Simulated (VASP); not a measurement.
# Au (P6_3/mmc) in VASP: relaxation of the atoms with PBE

Aim: the relaxation of the atoms of Au with PBE.

Everything below comes from runs of VASP 6.6.1. Logs are shortened: lines on timing, memory, paths and dates and some standing lists are left out, and cuts for length are marked.

## (1) The cell of the first run

The structure is hexagonal, space group P6_3/mmc (No. 194). Conventional cell: a = 2.900 Å, b = 2.900 Å, c = 4.880 Å, α = 90.00°, β = 90.00°, γ = 120.00°. Au (site symmetry -6m2) has 12 Au at 2.90 to 2.96 Å within 3.8 Å.

This isn't the form of Au at room conditions, which is fcc.

## (2) Relaxation of the atoms, PBE

File INCAR:

```
SYSTEM = Au
  ALGO = Normal
  EDIFF = 1E-6
  EDIFFG = -0.02
  ENCUT = 520
  GGA = PE
  IBRION = 2
  ISIF = 2
  ISMEAR = -1
  LASPH = .True.
  LCHARG = .False.
  LREAL = .False.
  LWAVE = .False.
  NELM = 100
  NSW = 80
  PREC = Accurate
  SIGMA = 0.05
```

File KPOINTS:

```
k-points
0
Gamma
  18 18 10
  0 0 0
```

File POSCAR:

```
Au
1.0
    2.9000000000      0.0000000000      0.0000000000
   -1.4500000000      2.5114736710      0.0000000000
    0.0000000000      0.0000000000      4.8800000000
Au
2
Direct
    0.3333333333      0.6666666667      0.7500000000
    0.6666666667      0.3333333333      0.2500000000
```

Potentials or basis: VASP PAW PBE potentials, release 64 (Au).

Command:

```console
$ cat potpaw_PBE.64/Au/POTCAR > POTCAR
$ mpirun -np 1 vasp_std > vasp.out
```

OUTCAR:

```text
SYSTEM = Au
   EDIFF = 1E-6
   EDIFFG = -0.02
   ENCUT = 520
   GGA = PE
   IBRION = 2
   ISIF = 2
   ISMEAR = -1
   LASPH = .True.
   LREAL = .False.
   NELM = 100
   NSW = 80
   PREC = Accurate

 ion  position               nearest neighbor table
   1  0.333  0.667  0.750-   2 2.96   2 2.96   2 2.96   2 2.96   2 2.96   2 2.96
   2  0.667  0.333  0.250-   1 2.96   1 2.96   1 2.96   1 2.96   1 2.96   1 2.96

  LATTYP: Found a hexagonal cell.
 ALAT       =     2.9000000000
 C/A-ratio  =     1.6827586207

  Lattice vectors:

 A1 = (   2.9000000000,   0.0000000000,   0.0000000000)
 A2 = (  -1.4500000000,   2.5114736710,   0.0000000000)
 A3 = (   0.0000000000,   0.0000000000,   4.8800000000)

Analysis of symmetry for initial positions (statically):
=====================================================================
 Subroutine PRICEL returns:
 Original cell was already a primitive cell.

 Routine SETGRP: Setting up the symmetry group for a
 hexagonal supercell.

 Subroutine GETGRP returns: Found 24 space group operations
 (whereof 12 operations were pure point group operations)
 out of a pool of 24 trial point group operations.

The static configuration has the point symmetry D_3d.
 The point group associated with its full space group is D_6h.

Analysis of symmetry for dynamics (positions and initial velocities):
=====================================================================
 Subroutine PRICEL returns:
 Original cell was already a primitive cell.

 Routine SETGRP: Setting up the symmetry group for a
 hexagonal supercell.

 Subroutine GETGRP returns: Found 24 space group operations
 (whereof 12 operations were pure point group operations)
 out of a pool of 24 trial point group operations.

The dynamic configuration has the point symmetry D_3d.
 The point group associated with its full space group is D_6h.

 Subroutine INISYM returns: Found 24 space group operations
 (whereof 12 operations are pure point group operations),
 and found     1 'primitive' translations

----------------------------------------------------------------------------------------

                                     Primitive cell

  volume of cell :      35.5424

  direct lattice vectors                    reciprocal lattice vectors
     2.900000000  0.000000000  0.000000000     0.344827586  0.199086300  0.000000000
    -1.450000000  2.511473671  0.000000000     0.000000000  0.398172599  0.000000000
     0.000000000  0.000000000  4.880000000     0.000000000  0.000000000  0.204918033

  length of vectors
     2.900000000  2.900000000  4.880000000     0.398172599  0.398172599  0.204918033

  position of ions in fractional coordinates (direct lattice)
     0.333333333  0.666666667  0.750000000
     0.666666667  0.333333333  0.250000000

  ion indices of the primitive-cell ions
   primitive index   ion index
                 1           1
                 2           2

----------------------------------------------------------------------------------------

 KPOINTS: k-points

Automatic generation of k-mesh.
 Grid dimensions read from file:
 generate k-points for:   18   18   10

 Generating k-lattice:

  Cartesian coordinates                     Fractional coordinates (reciprocal lattice)
     0.019157088  0.011060350  0.000000000     0.055555556  0.000000000  0.000000000
     0.000000000  0.022120700  0.000000000     0.000000000  0.055555556  0.000000000
     0.000000000  0.000000000  0.020491803     0.000000000  0.000000000  0.100000000

  Length of vectors
     0.022120700  0.022120700  0.020491803

  Shift w.r.t. Gamma in fractional coordinates (k-lattice)
     0.000000000  0.000000000  0.000000000

 Subroutine IBZKPT returns following result:
 ===========================================

 Found    222 irreducible k-points:

 Following reciprocal coordinates:
            Coordinates               Weight
  0.000000  0.000000  0.000000      1.000000
  0.055556  0.000000  0.000000      6.000000
  0.111111  0.000000  0.000000      6.000000
  0.166667 -0.000000  0.000000      6.000000
  0.222222 -0.000000  0.000000      6.000000
  0.277778 -0.000000  0.000000      6.000000
[... 16 lines left out ...]
  0.333333  0.111111  0.000000     12.000000
  0.388889  0.111111  0.000000     12.000000
 [... further k-points ...]
   k-points           NKPTS =    222   k-points in BZ     NKDIM =    222   number of bands    NBANDS=     15
   number of dos      NEDOS =    301   number of ions     NIONS =      2
   total plane-waves  NPLWV =  20736
   dimension x,y,z NGX =    24 NGY =   24 NGZ =   36
   dimension x,y,z NGXF=    48 NGYF=   48 NGZF=   72
   ions per type =               2
   NGX,Y,Z   is equivalent  to a cutoff of  13.76, 13.76, 12.26 a.u.
   NGXF,Y,Z  is equivalent  to a cutoff of  27.52, 27.52, 24.53 a.u.
 SYSTEM =  Au
   PREC   = accura    normal or accurate (medium, high low for compatibility)
   ISTART =      0    job   : 0-new  1-cont  2-samecut
   ICHARG =      2    charge: 1-file 2-atom 10-const
   ISPIN  =      1    spin polarized calculation?
   LNONCOLLINEAR =      F non collinear calculations
   LSORBIT =      F    spin-orbit coupling
   LASPH  =      T    aspherical Exc in radial PAW
   ENCUT  =  520.0 eV  38.22 Ry    6.18 a.u.   5.39  5.39  9.07*2*pi/ulx,y,z
   NELM   =    100;   NELMIN=  2; NELMDL= -5     # of ELM steps
   EDIFF  = 0.1E-05   stopping-criterion for ELM
   LREAL  =      F    real-space projection
   EDIFFG = -.2E-01   stopping-criterion for IOM
   NSW    =     80    number of steps for IOM
   IBRION =      2    ionic relax: 0-MD 1-quasi-New 2-CG
   NFREE  =      1    steps in history (QN), initial steepest desc. (CG)
   ISIF   =      2    stress and relaxation
   ISYM   =      2    0-nonsym 1-usesym 2-fastsym
   POTIM  = 0.5000    time-step for ionic-motion
   TEBEG  =    0.0;   TEEND  =   0.0 temperature during run
   PSTRESS=    0.0 pullay stress
   NELECT =      22.0000    total number of electrons
   NUPDOWN=      -1.0000    fix difference up-down
   EMIN   =  10.00;   EMAX   =-10.00  energy-range for DOS
   EFERMI =   0.00;   METHOD = LEGACY
   ISMEAR =    -1;   SIGMA  =   0.05  broadening in eV -4-tet -1-fermi 0-gaus
   EFERMI_NEDOS =   21; number of points for ismear=-14 and -15
   IALGO  =     38    algorithm
   IMIX   =      4    mixing-type and parameters
     AMIX     =   0.40;   BMIX     =  1.00
     AMIX_MAG =   1.60;   BMIX_MAG =  1.00
  volume/ion in A,a.u.               =      17.77       119.93
  Fermi-wavevector in a.u.,A,eV,Ry     =   1.395191  2.636528 26.484517  1.946557
  Thomas-Fermi vector in A             =   2.518667
   LORBIT       =      0    0 simple, 1 ext, 2 COOP (PROOUT), +10 PAW based schemes
   GGA     = PE    functional components
   LHFCALC =     F    Hartree Fock is set to
   AEXX    =    0.0000 exact exchange contribution
   IVDW    =     0    specifies the selected vdW correction
   LEPSILON=     F    determine dielectric tensor
   LRPA    =     F    only Hartree local field effects (RPA)
 conjugate gradient relaxation of ions
 non-spin polarized calculation
  energy-cutoff  :      520.00
  volume of cell :       35.54
 maximum number of plane-waves:       984
 NGX is ok and might be reduce to    24
   NGX = 11   NGY = 11   NGZ = 19

 number of electron      22.0000001 magnetization

 Free energy of the ion-electron system (eV)
  ---------------------------------------------------
  ext. energy  EPLUGINS =         0.00000000
  ---------------------------------------------------
  free energy    TOTEN  =        -6.42465631 eV

  energy without entropy =       -6.41735420  energy(sigma->0) =       -6.42100525

 E-fermi :   8.7605     XC(G=0): -12.4654

 val. band max:        8.7575173163   @ k =   0.4444  -0.0000   0.5000
 cond. band min:       8.7787981803   @ k =   0.4444   0.0556   0.3000
 fundamental gap:      0.0212808640
 Fermi energy:         8.7605443216

 k-point     1 :       0.0000    0.0000    0.0000
  band No.  band energies     occupation
      1      -0.6308      2.00000
      2       1.7581      2.00000
      3       4.1406      2.00000
      4       4.4144      2.00000
      5       4.4144      2.00000
      6       4.7009      2.00000
      7       4.7009      2.00000
      8       5.3652      2.00000
      9       5.3652      2.00000
     10       6.6272      2.00000
     11       6.6272      2.00000
     12       7.8287      2.00000
     13      11.2402      0.00000
     14      23.4054      0.00000
     15      24.4302      0.00000

 k-point     2 :       0.0556    0.0000    0.0000
  band No.  band energies     occupation
      1      -0.5358      2.00000
      2       1.8367      2.00000
      3       4.1122      2.00000
      4       4.4366      2.00000
      5       4.4763      2.00000
      6       4.6674      2.00000
      7       4.7587      2.00000
      8       5.2999      2.00000
      9       5.3277      2.00000
     10       6.2336      2.00000
     11       6.6426      2.00000
     12       8.3343      1.99960
     13      11.2407      0.00000
     14      23.4494      0.00000
     15      24.5597      0.00000

 k-point     3 :       0.1111    0.0000    0.0000
  band No.  band energies     occupation
      1      -0.2567      2.00000
      2       2.0580      2.00000
      3       4.0171      2.00000
      4       4.4907      2.00000
      5       4.6188      2.00000
      6       4.6585      2.00000
      7       4.9286      2.00000
      8       5.0556      2.00000
      9       5.2259      2.00000
     10       5.7069      2.00000
     11       6.6811      2.00000
     12       9.2494      0.00011
     13      11.2468      0.00000
     14      23.0671      0.00000
     15      24.6350      0.00000
[... 343 lines left out ...]
 k-point    23 :       0.3333    0.1111    0.0000
  band No.  band energies     occupation
      1       2.4032      2.00000
      2       2.6536      2.00000
      3       3.0255      2.00000
      4       4.3581      2.00000
      5       4.3957      2.00000
      6       4.7308      2.00000
      7       4.7564      2.00000
      8       6.1758      2.00000
      9       6.7252      2.00000
     10       6.7252      2.00000
     11       7.7538      2.00000
     12      12.7283      0.00000
     13      13.4856      0.00000
     14      15.0842      0.00000
     15      17.6074      0.00000

 k-point    24 :       0.3889    0.1111    0.0000
  band No.  band energies     occupation
      1       2.5061      2.00000
      2       2.5603      2.00000
      3       2.8805      2.00000
      4       4.3546      2.00000
      5       4.6193      2.00000
      6       4.7402      2.00000
      7       4.9014      2.00000
      8       6.5944      2.00000
      9       6.7238      2.00000
     10       6.8693      2.00000
     11       8.6882      1.61902
     12      11.5868      0.00000
     13      13.9128      0.00000
     14      15.9772      0.00000
     15      16.5109      0.00000

 [... further k-points ...]

------------------------ aborting loop because EDIFF is reached ----------------------------------------

  FORCE on cell =-STRESS in cart. coord.  units (eV):
  Direction    XX          YY          ZZ          XY          YZ          ZX
  --------------------------------------------------------------------------------------
  -------------------------------------------------------------------------------------
  Total        0.4072150      0.4072150      0.3326853      0.0000000     -0.0000000      0.0000000
  in kB       18.3564159     18.3564159     14.9967719      0.0000000     -0.0000000      0.0000000
  external PRESSURE =      17.2365346 kB  Pullay stress =       0.0000000 kB

 VOLUME and BASIS-vectors are now :
 -----------------------------------------------------------------------------
  energy-cutoff  :      520.00
  volume of cell :       35.54
      direct lattice vectors                 reciprocal lattice vectors
     2.900000000  0.000000000  0.000000000     0.344827586  0.199086300  0.000000000
    -1.450000000  2.511473671  0.000000000     0.000000000  0.398172599  0.000000000
     0.000000000  0.000000000  4.880000000     0.000000000  0.000000000  0.204918033

 POSITION                                       TOTAL-FORCE (eV/Angst)
 -----------------------------------------------------------------------------------
     -0.00000      1.67432      3.66000         0.000000      0.000000      0.000000
      1.45000      0.83716      1.22000        -0.000000     -0.000000      0.000000
 -----------------------------------------------------------------------------------
    total drift:                                0.000000     -0.000000      0.000000

  FREE ENERGIE OF THE ION-ELECTRON SYSTEM (eV)
  ---------------------------------------------------
  free  energy   TOTEN  =        -6.4246563086 eV

  energy  without entropy=       -6.4173541982  energy(sigma->0) =       -6.42100525

 reached required accuracy - stopping structural energy minimisation
```

Run time: 33 s. Hardware: 1 thread of Intel Xeon 6975P-C (Granite Rapids), shared host; peak memory 0.23 GiB.

What came out:

| Property | Result |
| --- | --- |
| Free energy | -6.4247 eV |
| Pressure after relaxing | 1.7 GPa |
| Band gap on the k mesh | zero (bands 11 and 12 overlap by 6.68 eV) |

Stress tensor (GPa, compression positive):
```
1.84 0.00 0.00
0.00 1.84 0.00
0.00 0.00 1.50
```

Final structure:
```yaml
crystal:
  lattice:
    - [2.90000, 0.00000, 0.00000]
    - [-1.45000, 2.51147, 0.00000]
    - [0.00000, 0.00000, 4.88000]
  atoms:
    - { symbol: Au, position: [0.33333, 0.66667, 0.75000] }
    - { symbol: Au, position: [0.66667, 0.33333, 0.25000] }
```

Levels at points of the mesh, in eV from the Fermi level:
| k point | band 8 | band 9 | band 10 | band 11 | band 12 | band 13 | band 14 | band 15 |
| --- | --- | --- | --- | --- | --- | --- | --- | --- |
| (0.00, 0.00, 0.00) | -3.40 | -3.40 | -2.13 | -2.13 | -0.93 | 2.48 | 14.64 | 15.67 |
| (0.50, 0.00, 0.00) | -1.92 | -1.83 | -1.66 | 0.40 | 1.52 | 5.66 | 7.08 | 7.16 |
| (0.00, 0.00, 0.50) | -4.38 | -2.56 | -2.56 | -2.56 | -2.56 | 10.34 | 10.34 | 14.92 |
| (0.50, 0.00, 0.50) | -2.33 | -1.73 | -1.73 | 0.57 | 0.57 | 3.79 | 3.79 | 13.04 |

Caveat: spin-orbit coupling is left out, which moves the levels of the heavy elements.

The gap in the log of VASP goes by the Fermi energy; the results here count the filled bands.